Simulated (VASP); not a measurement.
A run of VASP 6.6.1 is set up as follows.

POSCAR

```
PbS
1.0
    2.1126617058      1.2197458045      3.4519162518
   -2.1126617058      1.2197458045      3.4519162518
    0.0000000000     -2.4394916091      3.4519162518
Pb S
1 1
Direct
    0.9805657800      0.9805657800      0.9805657800
    0.4750355500      0.4750355500      0.4750355500
```

The input INCAR.step1:

```
ALGO = Normal
EDIFF = 1E-4
ENCUT = 520
GGA = PE
ISMEAR = -1
LASPH = True
LCHARG = False
LREAL = False
LWAVE = True
NBANDS = 17
NELM = 60
PREC = Accurate
SIGMA = 0.05
```

INCAR.step2

```
ALGO = Normal
EDIFF = 1E-6
ENCUT = 520
ISIF = 2
ISMEAR = -1
ISTART = 1
LASPH = True
LCHARG = True
LELF = True
LMIXTAU = True
LREAL = False
LVHAR = True
LWAVE = False
METAGGA = R2SCAN
NBANDS = 17
NELM = 60
PREC = Accurate
SIGMA = 0.05
```

Contents of KPOINTS:

```
k-points
0
Gamma
  8 8 8
```

Potentials or basis: VASP PAW PBE potentials, release 64 (Pb_d, S).

Launch:

```console
$ cat potpaw_PBE.64/Pb_d/POTCAR potpaw_PBE.64/S/POTCAR > POTCAR
$ cp INCAR.step1 INCAR
$ mpirun -np 1 vasp_std > vasp.out
$ cp INCAR.step2 INCAR
$ mpirun -np 1 vasp_std > vasp.out
```

**Question.** What does it give for the largest force?

**Answer.** 0.012 eV/Å.

**Question.** Estimate the band gap on the k mesh.

**Answer.** 0.72 eV.

**Question.** Estimate the pressure.

**Answer.** 0.0 GPa.

Forces in eV/Å, atoms in the order of the input:
```
Pb   0.000  0.000 -0.012
S    0.000  0.000  0.012
```

Caveat: the PAW data sets were made with another functional, which shifts forces and pressure a little; spin-orbit coupling is left out, which moves the levels of the heavy elements. A k mesh can miss the band edges.
